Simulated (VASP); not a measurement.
Here is a VASP 6.6.1 calculation.

Contents of INCAR:

```
SYSTEM = HfN
ALGO = Normal ; EDIFF = 1E-6
ENCUT = 520 ; GGA = PE
ISIF = 2 ; ISMEAR = -1
IVDW = 12 ; LASPH = .TRUE.
LCHARG = .TRUE. ; LELF = .TRUE.
LREAL = .FALSE. ; LVHAR = .TRUE.
LWAVE = .FALSE. ; NBANDS = 14
NELM = 100 ; PREC = Accurate
SIGMA = 0.1
```

Contents of KPOINTS:

```
k-points
0
G
  11 11 11
  0 0 0
```

File POSCAR:

```
HfN
1.0
    0.0000000000      2.2587448122      2.2587448122
    2.2587448122      0.0000000000      2.2587448122
    2.2587448122      2.2587448122      0.0000000000
Hf N
1 1
Direct
    0.0000000000      0.0000000000      0.0000000000
    0.5000000000      0.5000000000      0.5000000000
```

Potentials or basis: VASP PAW PBE potentials, release 64 (Hf_pv, N).

Command:

```console
$ cat potpaw_PBE.64/Hf_pv/POTCAR potpaw_PBE.64/N/POTCAR > POTCAR
$ mpirun -np 1 vasp_std > vasp.out
```

Question: Estimate the dispersion energy per atom.

Answer: -0.386 eV.

Question: Predict the pressure.

Answer: -2.4 GPa.

Caveat: pairwise dispersion overbinds metals, which lowers pressure and volume.
